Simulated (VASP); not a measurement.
# IrS (P6_3/mmc) in VASP: notebook

IrS is run at these levels: PBEsol; tasks: single point, relaxation of cell and atoms, relaxation of shape and atoms at fixed volume.

Program: VASP 6.6.1. These are calculated values, not measurements. Logs are shortened: lines on timing, memory, paths and dates and some standing lists are left out, and cuts for length are marked.

## 1. The cell of the first run

It takes space group P6_3/mmc (No. 194, hexagonal). Conventional cell: a = 3.544 Å, b = 3.544 Å, c = 5.442 Å, α = 90.00°, β = 90.00°, γ = 120.00°. Ir (site symmetry -3m) has 6 S at 2.46 Å and 2 Ir at 2.72 Å within 3.2 Å. Within 3.2 Å of S (site symmetry -6m2) lie 6 Ir at 2.46 Å.

## 2. Single point, PBEsol

Input file INCAR:

```
  PREC = Accurate
  ENCUT = 520
  EDIFF = 1E-6
  ISMEAR = 0
  SIGMA = 0.05
  LREAL = F
  LASPH = T
  NELM = 100
  ALGO = Normal
  ISIF = 2
  LWAVE = F
  LCHARG = T
  GGA = PS
  LELF = T
  LVHAR = T
  NBANDS = 23
```

Input file KPOINTS:

```
regular mesh
0
Gamma
  10 10 6
```

Input file POSCAR:

```
IrS
1.0
    3.5439944865      0.0000000000      0.0000000000
   -1.7719972432      3.0691892562      0.0000000000
    0.0000000000      0.0000000000      5.4419298008
Ir S
2 2
Direct
    0.0000000000      0.0000000000      0.0000000000
    0.0000000000      0.0000000000      0.5000000000
    0.3333333333      0.6666666667      0.2500000000
    0.6666666667      0.3333333333      0.7500000000
```

Potentials or basis: VASP PAW PBE potentials, release 64 (Ir, S).

Run with:

```console
$ cat potpaw_PBE.64/Ir/POTCAR potpaw_PBE.64/S/POTCAR > POTCAR
$ mpirun -np 1 vasp_std > vasp.out
```

OUTCAR:

```text
PREC = Accurate
   ENCUT = 520
   EDIFF = 1E-6
   ISMEAR = 0
   LREAL = F
   LASPH = T
   NELM = 100
   ISIF = 2
   GGA = PS

 ion  position               nearest neighbor table
   1  0.000  0.000  0.000-   3 2.46   4 2.46   3 2.46   4 2.46   4 2.46   3 2.46   2 2.72   2 2.72

   2  0.000  0.000  0.500-   3 2.46   4 2.46   3 2.46   4 2.46   4 2.46   3 2.46   1 2.72   1 2.72

   3  0.333  0.667  0.250-   1 2.46   2 2.46   1 2.46   2 2.46   1 2.46   2 2.46
   4  0.667  0.333  0.750-   1 2.46   2 2.46   1 2.46   2 2.46   1 2.46   2 2.46

  LATTYP: Found a hexagonal cell.
 ALAT       =     3.5439944865
 C/A-ratio  =     1.5355356284

  Lattice vectors:

 A1 = (   3.5439944865,   0.0000000000,   0.0000000000)
 A2 = (  -1.7719972432,   3.0691892562,   0.0000000000)
 A3 = (   0.0000000000,   0.0000000000,   5.4419298008)

Analysis of symmetry for initial positions (statically):
=====================================================================
 Subroutine PRICEL returns:
 Original cell was already a primitive cell.

 Routine SETGRP: Setting up the symmetry group for a
 hexagonal supercell.

 Subroutine GETGRP returns: Found 24 space group operations
 (whereof 12 operations were pure point group operations)
 out of a pool of 24 trial point group operations.

The static configuration has the point symmetry D_3d.
 The point group associated with its full space group is D_6h.

Analysis of symmetry for dynamics (positions and initial velocities):
=====================================================================
 Subroutine PRICEL returns:
 Original cell was already a primitive cell.

 Routine SETGRP: Setting up the symmetry group for a
 hexagonal supercell.

 Subroutine GETGRP returns: Found 24 space group operations
 (whereof 12 operations were pure point group operations)
 out of a pool of 24 trial point group operations.

The dynamic configuration has the point symmetry D_3d.
 The point group associated with its full space group is D_6h.

 Subroutine INISYM returns: Found 24 space group operations
 (whereof 12 operations are pure point group operations),
 and found     1 'primitive' translations

----------------------------------------------------------------------------------------

                                     Primitive cell

  volume of cell :      59.1929

  direct lattice vectors                    reciprocal lattice vectors
     3.543994486  0.000000000  0.000000000     0.282167482  0.162909472  0.000000000
    -1.771997243  3.069189256  0.000000000     0.000000000  0.325818943  0.000000000
     0.000000000  0.000000000  5.441929801     0.000000000  0.000000000  0.183758342

  length of vectors
     3.543994486  3.543994486  5.441929801     0.325818943  0.325818943  0.183758342

  position of ions in fractional coordinates (direct lattice)
     0.000000000  0.000000000  0.000000000
     0.000000000  0.000000000  0.500000000
     0.333333333  0.666666667  0.250000000
     0.666666667  0.333333333  0.750000000

  ion indices of the primitive-cell ions
   primitive index   ion index
                 1           1
                 2           2
                 3           3
                 4           4

----------------------------------------------------------------------------------------

 KPOINTS: regular mesh

Automatic generation of k-mesh.
 Grid dimensions read from file:
 generate k-points for:   10   10    6

 Generating k-lattice:

  Cartesian coordinates                     Fractional coordinates (reciprocal lattice)
     0.028216748  0.016290947  0.000000000     0.100000000  0.000000000  0.000000000
     0.000000000  0.032581894  0.000000000     0.000000000  0.100000000  0.000000000
     0.000000000  0.000000000  0.030626390     0.000000000  0.000000000  0.166666667

  Length of vectors
     0.032581894  0.032581894  0.030626390

  Shift w.r.t. Gamma in fractional coordinates (k-lattice)
     0.000000000  0.000000000  0.000000000

 Subroutine IBZKPT returns following result:
 ===========================================

 Found     56 irreducible k-points:

 Following reciprocal coordinates:
            Coordinates               Weight
  0.000000  0.000000  0.000000      1.000000
  0.100000  0.000000  0.000000      6.000000
  0.200000  0.000000  0.000000      6.000000
  0.300000  0.000000  0.000000      6.000000
  0.400000  0.000000  0.000000      6.000000
  0.500000  0.000000  0.000000      3.000000
[... 16 lines left out ...]
  0.300000  0.100000  0.166667     24.000000
  0.400000  0.100000  0.166667     24.000000
 [... further k-points ...]
   k-points           NKPTS =     56   k-points in BZ     NKDIM =     56   number of bands    NBANDS=     23
   number of dos      NEDOS =    301   number of ions     NIONS =      4
   total plane-waves  NPLWV =  31360
   dimension x,y,z NGX =    28 NGY =   28 NGZ =   40
   dimension x,y,z NGXF=    56 NGYF=   56 NGZF=   80
   ions per type =               2   2
   NGX,Y,Z   is equivalent  to a cutoff of  13.13, 13.13, 12.22 a.u.
   NGXF,Y,Z  is equivalent  to a cutoff of  26.27, 26.27, 24.44 a.u.
 SYSTEM =  unknown system
   PREC   = accura    normal or accurate (medium, high low for compatibility)
   ISTART =      0    job   : 0-new  1-cont  2-samecut
   ICHARG =      2    charge: 1-file 2-atom 10-const
   ISPIN  =      1    spin polarized calculation?
   LNONCOLLINEAR =      F non collinear calculations
   LSORBIT =      F    spin-orbit coupling
   LASPH  =      T    aspherical Exc in radial PAW
   ENCUT  =  520.0 eV  38.22 Ry    6.18 a.u.   6.59  6.59 10.12*2*pi/ulx,y,z
   NELM   =    100;   NELMIN=  2; NELMDL= -5     # of ELM steps
   EDIFF  = 0.1E-05   stopping-criterion for ELM
   LREAL  =      F    real-space projection
   EDIFFG = 0.1E-04   stopping-criterion for IOM
   NSW    =      0    number of steps for IOM
   IBRION =     -1    ionic relax: 0-MD 1-quasi-New 2-CG
   NFREE  =      0    steps in history (QN), initial steepest desc. (CG)
   ISIF   =      2    stress and relaxation
   ISYM   =      2    0-nonsym 1-usesym 2-fastsym
   POTIM  = 0.5000    time-step for ionic-motion
   TEBEG  =    0.0;   TEEND  =   0.0 temperature during run
   PSTRESS=    0.0 pullay stress
   NELECT =      30.0000    total number of electrons
   NUPDOWN=      -1.0000    fix difference up-down
   EMIN   =  10.00;   EMAX   =-10.00  energy-range for DOS
   EFERMI =   0.00;   METHOD = LEGACY
   ISMEAR =     0;   SIGMA  =   0.05  broadening in eV -4-tet -1-fermi 0-gaus
   EFERMI_NEDOS =   21; number of points for ismear=-14 and -15
   IALGO  =     38    algorithm
   IMIX   =      4    mixing-type and parameters
     AMIX     =   0.40;   BMIX     =  1.00
     AMIX_MAG =   1.60;   BMIX_MAG =  1.00
  volume/ion in A,a.u.               =      14.80        99.86
  Fermi-wavevector in a.u.,A,eV,Ry     =   1.305245  2.466555 23.179763  1.703664
  Thomas-Fermi vector in A             =   2.436127
   LORBIT       =      0    0 simple, 1 ext, 2 COOP (PROOUT), +10 PAW based schemes
   GGA     = PS    functional components
   LHFCALC =     F    Hartree Fock is set to
   AEXX    =    0.0000 exact exchange contribution
   IVDW    =     0    specifies the selected vdW correction
   LEPSILON=     F    determine dielectric tensor
   LRPA    =     F    only Hartree local field effects (RPA)
 non-spin polarized calculation
 Gauss-broadening in eV      SIGMA  =   0.05
  energy-cutoff  :      520.00
  volume of cell :       59.19
 maximum number of plane-waves:      1628
 NGX is ok and might be reduce to    28
   NGX = 13   NGY = 13   NGZ = 21

 number of electron      29.9999996 magnetization

 Free energy of the ion-electron system (eV)
  ---------------------------------------------------
  ext. energy  EPLUGINS =         0.00000000
  ---------------------------------------------------
  free energy    TOTEN  =       -27.82138825 eV

  energy without entropy =      -27.81710610  energy(sigma->0) =      -27.81924718

 E-fermi :   9.6130     XC(G=0): -12.5136

 val. band max:        9.5986151542   @ k =   0.4000   0.1000   0.5000
 cond. band min:       9.6285663975   @ k =   0.4000   0.0000   0.0000
 fundamental gap:      0.0299512433
 Fermi energy:         9.6130453988

 k-point     1 :       0.0000    0.0000    0.0000
  band No.  band energies     occupation
      1      -7.3149      2.00000
      2      -4.8539      2.00000
      3       0.3202      2.00000
      4       2.1716      2.00000
      5       2.1716      2.00000
      6       3.6282      2.00000
[... 15 lines left out ...]
     22      15.4421      0.00000
     23      20.6400      0.00000

 k-point     2 :       0.1000    0.0000    0.0000
  band No.  band energies     occupation
      1      -7.1841      2.00000
      2      -4.9027      2.00000
      3       0.5012      2.00000
      4       2.2029      2.00000
      5       2.2602      2.00000
      6       3.5063      2.00000
[... 15 lines left out ...]
     22      16.1678      0.00000
     23      18.4359      0.00000

 k-point     3 :       0.2000    0.0000    0.0000
  band No.  band energies     occupation
      1      -6.8132      2.00000
      2      -5.0231      2.00000
      3       1.0165      2.00000
      4       2.2547      2.00000
      5       2.4868      2.00000
      6       2.7726      2.00000
[... 15 lines left out ...]
     22      16.3521      0.00000
     23      17.6697      0.00000
[... 495 lines left out ...]
 k-point    23 :       0.3000    0.1000    0.1667
  band No.  band energies     occupation
      1      -5.8856      2.00000
      2      -5.2476      2.00000
      3       0.9558      2.00000
      4       1.8447      2.00000
      5       2.3012      2.00000
      6       3.2741      2.00000
[... 15 lines left out ...]
     22      17.3351      0.00000
     23      17.5272      0.00000

 k-point    24 :       0.4000    0.1000    0.1667
  band No.  band energies     occupation
      1      -5.5756      2.00000
      2      -5.1938      2.00000
      3       0.2721      2.00000
      4       1.9595      2.00000
      5       2.3848      2.00000
      6       3.2480      2.00000
[... 15 lines left out ...]
     22      17.1385      0.00000
     23      17.9280      0.00000

 [... further k-points ...]

------------------------ aborting loop because EDIFF is reached ----------------------------------------

  FORCE on cell =-STRESS in cart. coord.  units (eV):
  Direction    XX          YY          ZZ          XY          YZ          ZX
  --------------------------------------------------------------------------------------
  -------------------------------------------------------------------------------------
  Total        0.3848193      0.3848193      0.4123988      0.0000000     -0.0000000      0.0000000
  in kB       10.4159239     10.4159239     11.1624188      0.0000000     -0.0000000      0.0000000
  external PRESSURE =      10.6647555 kB  Pullay stress =       0.0000000 kB

 VOLUME and BASIS-vectors are now :
 -----------------------------------------------------------------------------
  energy-cutoff  :      520.00
  volume of cell :       59.19
      direct lattice vectors                 reciprocal lattice vectors
     3.543994486  0.000000000  0.000000000     0.282167482  0.162909472  0.000000000
    -1.771997243  3.069189256  0.000000000     0.000000000  0.325818943  0.000000000
     0.000000000  0.000000000  5.441929801     0.000000000  0.000000000  0.183758342

 POSITION                                       TOTAL-FORCE (eV/Angst)
 -----------------------------------------------------------------------------------
      0.00000      0.00000      0.00000         0.000000      0.000000     -0.000000
      0.00000      0.00000      2.72096         0.000000      0.000000     -0.000000
     -0.00000      2.04613      1.36048         0.000000      0.000000      0.000000
      1.77200      1.02306      4.08145        -0.000000     -0.000000      0.000000
 -----------------------------------------------------------------------------------
    total drift:                               -0.000000     -0.000000     -0.000000

  FREE ENERGIE OF THE ION-ELECTRON SYSTEM (eV)
  ---------------------------------------------------
  free  energy   TOTEN  =       -27.8213882548 eV

  energy  without entropy=      -27.8171061028  energy(sigma->0) =      -27.81924718
```

Wall time 62 s (1 thread of Intel Xeon Platinum 8259CL at 2.50GHz (Skylake/Cascade Lake), shared host); peak memory 0.21 GiB.

Results:

- Free energy: -27.8214 eV
- Pressure: 1.1 GPa
- Band gap on the k mesh: zero (band 15 reaches 10.62 eV, above the bottom of band 16 at 8.96 eV)

Caveat: the PAW data sets were made with another functional, which shifts forces and pressure a little; spin-orbit coupling is left out, which moves the levels of the heavy elements.

## 3. Relaxation of cell and atoms, PBEsol

This run uses another cell than the first one, of 15.94 Å³/atom, 1.077 times its volume.

Input file INCAR:

```
PREC     = Accurate       # precision mode
ENCUT    = 600            # plane-wave cutoff, eV
EDIFF    = 1E-6           # SCF threshold, eV
ISMEAR   = 0              # smearing method
SIGMA    = 0.05           # smearing width, eV
LREAL    = F              # projectors in reciprocal space
LASPH    = T              # aspherical terms in the spheres
NELM     = 100            # most SCF steps
ALGO     = Normal         # electronic algorithm
ISIF     = 3              # what is computed and relaxed
LWAVE    = F              # write WAVECAR
LCHARG   = F              # write CHGCAR
GGA      = PS             # functional
IBRION   = 2              # ionic algorithm
NSW      = 80             # ionic steps
EDIFFG   = -0.01          # ionic threshold
```

Input file KPOINTS:

```
Automatic mesh
0
Gamma
  10 10 6
```

Input file POSCAR:

```
IrS
1.0
    3.7517815606      0.0000000000      0.0000000000
   -1.8758907803      3.2491381409      0.0000000000
    0.0000000000      0.0000000000      5.2290649880
Ir S
2 2
Direct
    0.0000000000      0.0000000000      0.0000000000
    0.0000000000      0.0000000000      0.5000000000
    0.3333333333      0.6666666667      0.2500000000
    0.6666666667      0.3333333333      0.7500000000
```

Potentials or basis: VASP PAW PBE potentials, release 64 (Ir, S).

Run with:

```console
$ cat potpaw_PBE.64/Ir/POTCAR potpaw_PBE.64/S/POTCAR > POTCAR
$ mpirun -np 1 vasp_std > vasp.out
```

Run time: 5.5 min. Hardware: 1 thread of Intel Xeon Platinum 8259CL at 2.50GHz (Skylake/Cascade Lake), shared host; peak memory 0.24 GiB.

The run converged. Its results:

```yaml
Free_energy: -27.8235 eV
Relaxed_volume: 14.87 Å³/atom
Relaxed_cell: a = 3.551 Å, b = 3.551 Å, c = 5.448 Å, α = 90.00°, β = 90.00°, γ = 120.00°
Space_group_after_relaxing_to_0.05_Å: P6_3/mmc (No. 194)
Energy_gained_by_relaxing: 95.6 meV/atom
Ionic_steps: 8
Pressure_after_relaxing: 0.0 GPa
Band_gap_on_the_k_mesh: zero (band 15 reaches 10.53 eV, above the bottom of band 16 at 8.88 eV)
```

Step by step:
```tsv
step	energy change (eV)	largest force (eV/Å)	pressure (GPa)	volume (Å³)
1	0.0000	0.0000	-7.48	63.74
2	-0.3025	0.0000	10.40	56.91
3	-0.3560	0.0000	4.07	58.66
4	-0.3422	0.0000	-5.15	60.83
5	-0.3822	0.0000	-0.33	59.61
6	-0.3822	0.0000	-0.24	59.60
7	-0.3823	0.0000	0.11	59.47
8	-0.3824	0.0000	0.03	59.50
```

Final structure:
```
Ir S
1.0
     3.55120    0.00000    0.00000
    -1.77560    3.07543    0.00000
     0.00000    0.00000    5.44768
Ir S
2 2
Direct
  0.00000 0.00000 0.00000
  0.00000 0.00000 0.50000
  0.33333 0.66667 0.25000
  0.66667 0.33333 0.75000
```

Levels at points of the mesh, in eV from the Fermi level:
```
           k point  band 12  band 13  band 14  band 15  band 16  band 17  band 18  band 19
(0.00, 0.00, 0.00)    -3.10    -2.45    -1.22    -1.22     1.65     2.17     2.32     3.37
(0.50, 0.00, 0.00)    -2.13    -2.12    -1.13    -0.93     0.04     2.75     2.92     3.50
(0.00, 0.00, 0.50)    -3.10    -2.72    -2.72     1.01     1.01     1.01     1.01     4.87
(0.50, 0.00, 0.50)    -1.78    -1.71    -1.71     0.20     0.20     1.68     1.68     2.22
```

Caveat: the PAW data sets were made with another functional, which shifts forces and pressure a little; spin-orbit coupling is left out, which moves the levels of the heavy elements.

## 4. Single point, PBEsol

Input file INCAR:

```
SYSTEM = IrS
ALGO = Normal
EDIFF = 1E-7
ENCUT = 520
GGA = PS
ISIF = 2
ISMEAR = 0
LASPH = .TRUE.
LCHARG = .FALSE.
LREAL = .FALSE.
LWAVE = .FALSE.
NBANDS = 23
NELM = 100
PREC = Accurate
SIGMA = 0.05
```

Input file KPOINTS:

```
k-points
0
G
  10 10 6
  0 0 0
```

Input file POSCAR:

```
IrS
1.0
    3.5439944865      0.0000000000      0.0000000000
   -1.7719972432      3.0691892562      0.0000000000
    0.0000000000      0.0000000000      5.4419298008
Ir S
2 2
Direct
    0.0000000000      0.0000000000      0.0000000000
    0.0000000000      0.0000000000      0.5000000000
    0.3333333333      0.6666666667      0.2500000000
    0.6666666667      0.3333333333      0.7500000000
```

Run with:

```console
$ cat potpaw_PBE.64/Ir/POTCAR potpaw_PBE.64/S/POTCAR > POTCAR
$ mpirun -np 1 vasp_std > vasp.out
```

It took 60 s on 1 thread of Intel Xeon Platinum 8259CL at 2.50GHz (Skylake/Cascade Lake), shared host; peak memory 0.22 GiB.

The run converged. Its results:

```
Free energy            : -27.8214 eV
Pressure               : 1.1 GPa
Band gap on the k mesh : zero (band 15 reaches 10.62 eV, above the bottom of band 16 at 8.96 eV)
```

Stress tensor (GPa, compression positive):
```
1.03 0.00 0.00
0.00 1.03 0.00
0.00 0.00 1.11
```

Levels at points of the mesh, in eV from the Fermi level:
| k point | band 12 | band 13 | band 14 | band 15 | band 16 | band 17 | band 18 | band 19 |
| --- | --- | --- | --- | --- | --- | --- | --- | --- |
| (0.00, 0.00, 0.00) | -3.12 | -2.47 | -1.24 | -1.24 | 1.65 | 2.21 | 2.31 | 3.39 |
| (0.50, 0.00, 0.00) | -2.15 | -2.14 | -1.15 | -0.94 | 0.06 | 2.76 | 2.94 | 3.49 |
| (0.00, 0.00, 0.50) | -3.13 | -2.74 | -2.74 | 1.01 | 1.01 | 1.01 | 1.01 | 4.89 |
| (0.50, 0.00, 0.50) | -1.80 | -1.72 | -1.72 | 0.19 | 0.19 | 1.70 | 1.70 | 2.21 |

Caveat: the PAW data sets were made with another functional, which shifts forces and pressure a little; spin-orbit coupling is left out, which moves the levels of the heavy elements.

## 5. Single point, PBEsol (volume scaled by 0.960)

Input file INCAR:

```
SYSTEM = IrS
PREC = Accurate
ENCUT = 520
EDIFF = 1E-6
ISMEAR = 0
SIGMA = 0.05
LREAL = .FALSE.
LASPH = .TRUE.
NELM = 100
ALGO = Normal
ISIF = 2
LWAVE = .FALSE.
LCHARG = .FALSE.
GGA = PS
NBANDS = 23
```

Input file KPOINTS:

```
Automatic mesh
0
G
  10 10 6
  0 0 0
```

Input file POSCAR:

```
IrS
1.0
    3.4869690467      0.0000000000      0.0000000000
   -1.7434845233      3.0198037767      0.0000000000
    0.0000000000      0.0000000000      5.3965233303
Ir S
2 2
Direct
    0.0000000000      0.0000000000      0.0000000000
    0.0000000000      0.0000000000      0.5000000000
    0.3333333333      0.6666666667      0.2500000000
    0.6666666667      0.3333333333      0.7500000000
```

Run with:

```console
$ cat potpaw_PBE.64/Ir/POTCAR potpaw_PBE.64/S/POTCAR > POTCAR
$ mpirun -np 1 vasp_std > vasp.out
```

It took 55 s on 1 thread of Intel Xeon Platinum 8259CL at 2.50GHz (Skylake/Cascade Lake), shared host; peak memory 0.22 GiB.

It converged, with:

```
Free energy            : -27.7365 eV
Pressure               : 10.7 GPa
Band gap on the k mesh : zero (band 15 reaches 11.33 eV, above the bottom of band 16 at 9.63 eV)
```

Stress tensor (GPa, compression positive):
```
10.68  0.00  0.00
 0.00 10.68  0.00
 0.00  0.00 10.76
```

Levels at points of the mesh, in eV from the Fermi level:
```csv
k point,band 12,band 13,band 14,band 15,band 16,band 17,band 18,band 19
"(0.00, 0.00, 0.00)",-3.24,-2.62,-1.39,-1.39,1.64,2.21,2.51,3.56
"(0.50, 0.00, 0.00)",-2.35,-2.28,-1.28,-1.01,0.20,2.85,3.10,3.40
"(0.00, 0.00, 0.50)",-3.39,-2.88,-2.88,1.01,1.01,1.01,1.01,5.03
"(0.50, 0.00, 0.50)",-1.93,-1.82,-1.82,0.15,0.15,1.83,1.83,2.17
```

Caveat: the cell differs from its parent crystal (volume scaled by 0.960); the PAW data sets were made with another functional, which shifts forces and pressure a little; spin-orbit coupling is left out, which moves the levels of the heavy elements.

[end of part 1 of 2]
